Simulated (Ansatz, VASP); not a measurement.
**One calculation of MoS, two programs**

```xyz
4
Lattice="3.2268 0.0000 0.0000 -1.6134 2.7945 0.0000 0.0000 0.0000 6.2791" Properties=species:S:1:pos:R:3 pbc="T T T"
Mo    0.0000    0.0000    0.0000
Mo    0.0000    0.0000    3.1395
S     0.0000    1.8630    1.5698
S     1.6134    0.9315    4.7093
```

Alike in both runs: functional PBEsol; k mesh 6 × 6 × 4; occupations gaussian, width 0.1 eV; collinear spin.

Ansatz relaxed the structure, and its values are those at the end. VASP's run is a single point on that final structure, the one shown.

|  | VASP | Ansatz |
| --- | --- | --- |
| version | VASP 6.6.1 | Ansatz 0.2.0 |
| potentials or method | VASP PAW PBE potentials, release 64 (Mo_sv, S), cutoff 520 eV | scalar-relativistic, plane waves, PAW |
| valence electrons in the cell | 40 | 40 |

VASP gave:

* gap on the k mesh at the Fermi level (eV): none
* pressure (GPa): 0.4
* net moment per atom (μB): 0.00

Q: Estimate Ansatz's values.

A: gap on the k mesh at the Fermi level (eV): none; pressure (GPa): 0.1; net moment per atom (μB): 0.00.

VASP's potentials were made for PBE, not for PBEsol. A gap of «none» marks a metal or a gap that the smearing closes. Ansatz's warnings: seeded moment not kept.

The k mesh is coarse, so the values compare programs but aren't converged.
